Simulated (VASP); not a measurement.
Input of a VASP 6.6.1 run:

File INCAR:

```
ALGO = Normal ; EDIFF = 1E-6
ENCUT = 520 ; GGA = PS
ISIF = 2 ; ISMEAR = -1
ISPIN = 2 ; LASPH = True
LCHARG = False ; LMAXMIX = 4
LORBIT = 11 ; LREAL = False
LWAVE = False ; MAGMOM = 3
NBANDS = 14 ; NELM = 150
PREC = Accurate ; SIGMA = 0.05
```

KPOINTS

```
k-points
0
Gamma
  13 13 13
```

POSCAR

```
Fe
1.0
    0.0000000000      1.9417396906      1.9651051623
    1.4984397099      0.0000000000      1.9651051623
    1.4984397099      1.9417396906      0.0000000000
Fe
1
Direct
    0.0000000000      0.0000000000      0.0000000000
```

Potentials or basis: VASP PAW PBE potentials, release 64 (Fe).

Run with:

```sh
$ cat potpaw_PBE.64/Fe/POTCAR > POTCAR
$ mpirun -np 1 vasp_std > vasp.out
```

(1) Predict the pressure.

(2) Estimate the site moments.

(3) Predict the net moment.

Results:

(1) -10.3 GPa.

(2) Fe +2.19 μB.

(3) 2.20 μB per cell.

Caveat: the PAW data sets were made with another functional, which shifts forces and pressure a little.
